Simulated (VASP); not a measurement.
**BiTe: single point with r2SCAN**

BiTe:

```
Bi Te
1.0
     2.49099    1.43817    3.13792
    -2.49099    1.43817    3.13792
     0.00000   -2.87635    3.13792
Bi Te
1 1
Direct
  0.50000 0.50000 0.50000
  0.00000 0.00000 0.00000
```

This cell differs from its parent crystal: ratio of the length along z to the lengths across it x 0.92, volume and fractional coordinates fixed.

* Program: VASP 6.6.1
* Task: single point
* Functional: r2SCAN
* Potentials or basis: VASP PAW PBE potentials, release 64 (Bi_d, Te)
* Cutoff: 520 eV
* k mesh: 12 × 12 × 12
* Occupations: gaussian, width 0.15 eV
* Spin: no spin polarisation
* Dipole correction: no
* Further INCAR settings: ALGO = Normal; EDIFF = 1e-06; NBANDS = 18

The pressure is -1.7 GPa and the band gap on the k mesh is zero (an odd number of electrons rules out a gap without spin polarisation).

Stress tensor (GPa, compression positive):
```
-2.47  0.00  0.00
 0.00 -2.47  0.00
 0.00  0.00 -0.04
```

Levels at points of the mesh, in eV from the Fermi level:
```
           k point  band 8  band 9  band 10  band 11  band 12  band 13
(0.00, 0.00, 0.00)   -3.17   -3.17    -1.47     1.90     2.97     2.97
(0.50, 0.00, 0.00)   -1.90   -1.87    -0.93    -0.79    -0.48     0.80
(0.50, 0.50, 0.00)   -5.74   -4.85    -3.03     2.83     3.05     3.69
(0.50, 0.50, 0.50)   -2.64   -2.64    -2.52    -1.77    -1.51    -1.51
```

It took 6.6 min on 1 thread of Intel Xeon 8259CL (shared host), peak memory 0.36 GiB.

Caveat: the PAW data sets were made with another functional, which shifts forces and pressure a little; spin-orbit coupling is left out, which moves the levels of the heavy elements.
